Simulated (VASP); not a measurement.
# In (Pm-3m) in VASP: further runs

In is run at these levels: LDA; tasks: relaxation of cell and atoms.

All numbers are computed with VASP 6.6.1; they aren't measurements. Logs are shortened: lines on timing, memory, paths and dates and some standing lists are left out, and cuts for length are marked.

**1. The cell of the first run**

Symmetry: Pm-3m, No. 221, cubic system. Conventional cell: a = 2.963 Å, b = 2.963 Å, c = 2.963 Å, α = 90.00°, β = 90.00°, γ = 90.00°. Within 3.9 Å of In (site symmetry m-3m) lie 6 In at 2.96 Å.

This isn't the form of In at room conditions, which is tetragonal.

**2. Relaxation of cell and atoms, LDA, target pressure 0.33 GPa, at which the enthalpy is minimised**

Contents of INCAR:

```
SYSTEM = In
  PREC = Accurate
  ENCUT = 600
  EDIFF = 1E-6
  ISMEAR = -1
  SIGMA = 0.1
  LREAL = .FALSE.
  LASPH = .TRUE.
  NELM = 100
  ALGO = Normal
  ISIF = 3
  LWAVE = .FALSE.
  LCHARG = .FALSE.
  GGA = CA
  IBRION = 2
  NSW = 32
  EDIFFG = -0.005
  PSTRESS = 3.3000000000000003
```

Contents of KPOINTS:

```
regular mesh
0
G
  13 13 13
  0 0 0
```

Contents of POSCAR:

```
In
1.0
    2.9634912297      0.0000000000      0.0000000000
    0.0000000000      2.9634912297      0.0000000000
    0.0000000000      0.0000000000      2.9634912297
In
1
Direct
    0.0000000000      0.0000000000      0.0000000000
```

Potentials or basis: VASP PAW LDA potentials, release 64 (In_d).

Command:

```sh
cat potpaw_LDA.64/In_d/POTCAR > POTCAR
mpirun -np 1 vasp_std > vasp.out
```

OUTCAR:

```text
SYSTEM = In
   PREC = Accurate
   ENCUT = 600
   EDIFF = 1E-6
   ISMEAR = -1
   LREAL = .FALSE.
   LASPH = .TRUE.
   NELM = 100
   ISIF = 3
   GGA = CA
   IBRION = 2
   NSW = 32
   EDIFFG = -0.005
   PSTRESS = 3.3000000000000003

 ion  position               nearest neighbor table
   1  0.000  0.000  0.000-

  LATTYP: Found a simple cubic cell.
 ALAT       =     2.9634912297

  Lattice vectors:

 A1 = (   2.9634912297,   0.0000000000,   0.0000000000)
 A2 = (   0.0000000000,   2.9634912297,   0.0000000000)
 A3 = (   0.0000000000,   0.0000000000,   2.9634912297)

Analysis of symmetry for initial positions (statically):
=====================================================================
 Subroutine PRICEL returns:
 Original cell was already a primitive cell.

 Routine SETGRP: Setting up the symmetry group for a
 simple cubic supercell.

 Subroutine GETGRP returns: Found 48 space group operations
 (whereof 48 operations were pure point group operations)
 out of a pool of 48 trial point group operations.

The static configuration has the point symmetry O_h .

Analysis of symmetry for dynamics (positions and initial velocities):
=====================================================================
 Subroutine PRICEL returns:
 Original cell was already a primitive cell.

 Routine SETGRP: Setting up the symmetry group for a
 simple cubic supercell.

 Subroutine GETGRP returns: Found 48 space group operations
 (whereof 48 operations were pure point group operations)
 out of a pool of 48 trial point group operations.

The dynamic configuration has the point symmetry O_h .

 Subroutine INISYM returns: Found 48 space group operations
 (whereof 48 operations are pure point group operations),
 and found     1 'primitive' translations

----------------------------------------------------------------------------------------

                                     Primitive cell

  volume of cell :      26.0262

  direct lattice vectors                    reciprocal lattice vectors
     2.963491230  0.000000000  0.000000000     0.337439838  0.000000000  0.000000000
     0.000000000  2.963491230  0.000000000     0.000000000  0.337439838  0.000000000
     0.000000000  0.000000000  2.963491230     0.000000000  0.000000000  0.337439838

  length of vectors
     2.963491230  2.963491230  2.963491230     0.337439838  0.337439838  0.337439838

  position of ions in fractional coordinates (direct lattice)
     0.000000000  0.000000000  0.000000000

  ion indices of the primitive-cell ions
   primitive index   ion index
                 1           1

----------------------------------------------------------------------------------------

 KPOINTS: regular mesh

Automatic generation of k-mesh.
 Grid dimensions read from file:
 generate k-points for:   13   13   13

 Generating k-lattice:

  Cartesian coordinates                     Fractional coordinates (reciprocal lattice)
     0.025956911  0.000000000  0.000000000     0.076923077  0.000000000  0.000000000
     0.000000000  0.025956911  0.000000000     0.000000000  0.076923077  0.000000000
     0.000000000  0.000000000  0.025956911     0.000000000  0.000000000  0.076923077

  Length of vectors
     0.025956911  0.025956911  0.025956911

  Shift w.r.t. Gamma in fractional coordinates (k-lattice)
     0.000000000  0.000000000  0.000000000

 Subroutine IBZKPT returns following result:
 ===========================================

 Found     84 irreducible k-points:

[... 51 lines left out ...]
   ISIF   =      3    stress and relaxation
   ISYM   =      2    0-nonsym 1-usesym 2-fastsym
   POTIM  = 0.5000    time-step for ionic-motion
   TEBEG  =    0.0;   TEEND  =   0.0 temperature during run
   PSTRESS=    3.3 pullay stress
   NELECT =      13.0000    total number of electrons
   NUPDOWN=      -1.0000    fix difference up-down
   EMIN   =  10.00;   EMAX   =-10.00  energy-range for DOS
   EFERMI =   0.00;   METHOD = LEGACY
   ISMEAR =    -1;   SIGMA  =   0.10  broadening in eV -4-tet -1-fermi 0-gaus
   EFERMI_NEDOS =   21; number of points for ismear=-14 and -15
   IALGO  =     38    algorithm
   IMIX   =      4    mixing-type and parameters
     AMIX     =   0.40;   BMIX     =  1.00
     AMIX_MAG =   1.60;   BMIX_MAG =  1.00
  volume/ion in A,a.u.               =      26.03       175.63
  Fermi-wavevector in a.u.,A,eV,Ry     =   1.298930  2.454621 22.955998  1.687218
  Thomas-Fermi vector in A             =   2.430226
   LORBIT       =      0    0 simple, 1 ext, 2 COOP (PROOUT), +10 PAW based schemes
   GGA     = CA    functional components
   LHFCALC =     F    Hartree Fock is set to
   AEXX    =    0.0000 exact exchange contribution
   IVDW    =     0    specifies the selected vdW correction
   LEPSILON=     F    determine dielectric tensor
   LRPA    =     F    only Hartree local field effects (RPA)
 conjugate gradient relaxation of ions
 non-spin polarized calculation
  energy-cutoff  :      600.00
  volume of cell :       26.03
 maximum number of plane-waves:       895
 NGX is ok and might be reduce to    24
   NGX = 11   NGY = 11   NGZ = 11

--------------------------------------- Ionic step        1  -------------------------------------------

 number of electron      13.0000001 magnetization

 Free energy of the ion-electron system (eV)
  ---------------------------------------------------
  ext. energy  EPLUGINS =         0.00000000
  ---------------------------------------------------
  free energy    TOTEN  =        -3.14482041 eV

  energy without entropy =       -3.12527296  energy(sigma->0) =       -3.13504669

------------------------ aborting loop because EDIFF is reached ----------------------------------------

  FORCE on cell =-STRESS in cart. coord.  units (eV):
  Direction    XX          YY          ZZ          XY          YZ          ZX
  --------------------------------------------------------------------------------------
  -------------------------------------------------------------------------------------
  Total        0.0687092      0.0687092      0.0687092      0.0000000      0.0000000      0.0000000
  in kB        4.2297464      4.2297464      4.2297464      0.0000000      0.0000000      0.0000000
  external PRESSURE =       0.9297464 kB  Pullay stress =       3.3000000 kB

 VOLUME and BASIS-vectors are now :
 -----------------------------------------------------------------------------
  energy-cutoff  :      600.00
  volume of cell :       26.03
      direct lattice vectors                 reciprocal lattice vectors
     2.963491230  0.000000000  0.000000000     0.337439838  0.000000000  0.000000000
     0.000000000  2.963491230  0.000000000     0.000000000  0.337439838  0.000000000
     0.000000000  0.000000000  2.963491230     0.000000000  0.000000000  0.337439838

 POSITION                                       TOTAL-FORCE (eV/Angst)
 -----------------------------------------------------------------------------------
      0.00000      0.00000      0.00000         0.000000      0.000000      0.000000
 -----------------------------------------------------------------------------------
    total drift:                                0.000000     -0.000000      0.000000

  FREE ENERGIE OF THE ION-ELECTRON SYSTEM (eV)
  ---------------------------------------------------
  free  energy   TOTEN  =        -3.1448204117 eV

  energy  without entropy=       -3.1252729616  energy(sigma->0) =       -3.13504669

  enthalpy is  TOTEN    =        -3.0912143013 eV   P V=        0.0536061104

--------------------------------------- Ionic step        2  -------------------------------------------

 number of electron      13.0000002 magnetization

 Free energy of the ion-electron system (eV)
  ---------------------------------------------------
  ext. energy  EPLUGINS =         0.00000000
  ---------------------------------------------------
  free energy    TOTEN  =        -3.14495670 eV

  energy without entropy =       -3.12534013  energy(sigma->0) =       -3.13514842

 E-fermi :   7.0668     XC(G=0): -10.4578

 val. band max:        6.9966573947   @ k =   0.3846   0.2308   0.2308
 cond. band min:       7.0848525194   @ k =   0.3846   0.3846   0.0769
 fundamental gap:      0.0881951247
 Fermi energy:         7.0668305989

 k-point     1 :       0.0000    0.0000    0.0000
  band No.  band energies     occupation
      1      -8.0041      2.00000
      2      -8.0041      2.00000
      3      -7.1025      2.00000
      4      -7.1025      2.00000
      5      -7.1025      2.00000
      6      -2.5344      2.00000
      7      14.7282      0.00000
      8      14.7282      0.00000
      9      14.7282      0.00000
     10      18.2202      0.00000
[... 287 lines left out ...]
 k-point    24 :       0.3846    0.3077    0.0000
  band No.  band energies     occupation
      1      -7.7380      2.00000
      2      -7.5870      2.00000
      3      -7.2997      2.00000
      4      -7.2466      2.00000
      5      -7.1496      2.00000
      6       1.8735      2.00000
      7       6.6749      1.96107
      8       9.6736      0.00000
      9      14.7003      0.00000
     10      19.3987      0.00000

 [... further k-points ...]

------------------------ aborting loop because EDIFF is reached ----------------------------------------

  FORCE on cell =-STRESS in cart. coord.  units (eV):
  Direction    XX          YY          ZZ          XY          YZ          ZX
  --------------------------------------------------------------------------------------
  -------------------------------------------------------------------------------------
  Total        0.0565368      0.0565368      0.0565368     -0.0000000     -0.0000000      0.0000000
  in kB        3.4728175      3.4728175      3.4728175     -0.0000000     -0.0000000      0.0000000
  external PRESSURE =       0.1728175 kB  Pullay stress =       3.3000000 kB

 VOLUME and BASIS-vectors are now :
 -----------------------------------------------------------------------------
  energy-cutoff  :      600.00
  volume of cell :       26.08
      direct lattice vectors                 reciprocal lattice vectors
     2.965650464  0.000000000  0.000000000     0.337194154 -0.000000000  0.000000000
     0.000000000  2.965650464  0.000000000     0.000000000  0.337194154 -0.000000000
    -0.000000000  0.000000000  2.965650464    -0.000000000 -0.000000000  0.337194154

 POSITION                                       TOTAL-FORCE (eV/Angst)
 -----------------------------------------------------------------------------------
      0.00000      0.00000      0.00000        -0.000000      0.000000      0.000000
 -----------------------------------------------------------------------------------
    total drift:                                0.000000     -0.000000      0.000000

  FREE ENERGIE OF THE ION-ELECTRON SYSTEM (eV)
  ---------------------------------------------------
  free  energy   TOTEN  =        -3.1449567034 eV

  energy  without entropy=       -3.1253401337  energy(sigma->0) =       -3.13514842

  enthalpy is  TOTEN    =        -3.0912333335 eV   P V=        0.0537233699

 reached required accuracy - stopping structural energy minimisation
```

It took 7.4 s on 1 thread of Intel Xeon 6975P-C (Granite Rapids), shared host; peak memory 0.14 GiB.

What came out:

```
Free energy                                                : -3.1450 eV
Relaxed volume                                             : 26.08 Å³/atom
Relaxed cell                                               : a = 2.966 Å, b = 2.966 Å, c = 2.966 Å, α = 90.00°, β = 90.00°, γ = 90.00°
Space group after relaxing (to 0.1 Å)                      : Pm-3m (No. 221)
Energy change on relaxing (the run minimises the enthalpy) : -0.1 meV/atom
Ionic steps                                                : 2
Pressure after relaxing                                    : 0.3 GPa
Band gap on the k mesh                                     : zero (an odd number of electrons rules out a gap without spin polarisation)
```

Step by step:
```tsv
step	energy change (eV)	largest force (eV/Å)	pressure (GPa)	volume (Å³)
1	0.0000	0.0000	0.42	26.03
2	-0.0001	0.0000	0.35	26.08
```

Final structure:
```
In
1.0
     2.96565    0.00000    0.00000
     0.00000    2.96565    0.00000
     0.00000    0.00000    2.96565
In
1
Cartesian
  0.0000 0.0000 0.0000
```

Caveat: the cell is relaxed towards a set pressure, so the run minimises the enthalpy, not the energy; spin-orbit coupling is left out, which moves the levels of the heavy elements.

**3. Relaxation of cell and atoms, LDA, target pressure 0.33 GPa, at which the enthalpy is minimised**

This run uses another cell than the first one, of 26.60 Å³/atom.

Contents of INCAR:

```
SYSTEM = In
  PREC = Accurate
  ENCUT = 600
  EDIFF = 1E-6
  ISMEAR = -1
  SIGMA = 0.1
  LREAL = .False.
  LASPH = .True.
  NELM = 80
  ALGO = Normal
  ISIF = 3
  LWAVE = .False.
  LCHARG = .False.
  GGA = CA
  IBRION = 2
  NSW = 60
  EDIFFG = -0.005
  PSTRESS = 3.3000000000000003
```

Contents of KPOINTS:

```
regular mesh
0
Gamma
  13 13 13
  0 0 0
```

Contents of POSCAR:

```
In
1.0
    2.9851053587      0.0000000000      0.0000000000
    0.0000000000      2.9851053587      0.0000000000
    0.0000000000      0.0000000000      2.9851053587
In
1
Direct
    0.0000000000      0.0000000000      0.0000000000
```

Potentials or basis: VASP PAW LDA potentials, release 64 (In_d).

Command:

```sh
cat potpaw_LDA.64/In_d/POTCAR > POTCAR
mpirun -np 1 vasp_std > vasp.out
```

It took 10 s on 1 thread of Intel Xeon 6975P-C (Granite Rapids), shared host; peak memory 0.14 GiB.

Results (log left out):

- Free energy: -3.1450 eV
- Relaxed volume: 26.09 Å³/atom
- Relaxed cell: a = 2.966 Å, b = 2.966 Å, c = 2.966 Å, α = 90.00°, β = 90.00°, γ = 90.00°
- Space group after relaxing (to 0.1 Å): Pm-3m (No. 221)
- Energy change on relaxing (the run minimises the enthalpy): -0.4 meV/atom
- Ionic steps: 3
- Pressure after relaxing: 0.3 GPa
- Band gap on the k mesh: zero (an odd number of electrons rules out a gap without spin polarisation)

The path:
```csv
step,energy change (eV),largest force (eV/Å),pressure (GPa),volume (Å³)
1,0.0000,0.0000,-0.55,26.60
2,-0.0003,0.0000,0.42,26.04
3,-0.0004,0.0000,0.33,26.09
```

Final structure:
```cif
data_structure
_symmetry_space_group_name_H-M 'P 1'
_symmetry_Int_Tables_number 1
_cell_length_a 2.9660
_cell_length_b 2.9660
_cell_length_c 2.9660
_cell_angle_alpha 90.000
_cell_angle_beta 90.000
_cell_angle_gamma 90.000
_cell_volume 26.09
loop_
_atom_site_label
_atom_site_type_symbol
_atom_site_fract_x
_atom_site_fract_y
_atom_site_fract_z
_atom_site_occupancy
In1 In 0.00000 0.00000 0.00000 1
```

Levels at points of the mesh, in eV from the Fermi level:
| k point | band 4 | band 5 | band 6 | band 7 | band 8 | band 9 |
| --- | --- | --- | --- | --- | --- | --- |
| (0.00, 0.00, 0.00) | -14.17 | -14.17 | -9.60 | 7.66 | 7.66 | 7.66 |

Caveat: the cell is relaxed towards a set pressure, so the run minimises the enthalpy, not the energy; spin-orbit coupling is left out, which moves the levels of the heavy elements.

The gap in the log of VASP goes by the Fermi energy; the results here count the filled bands.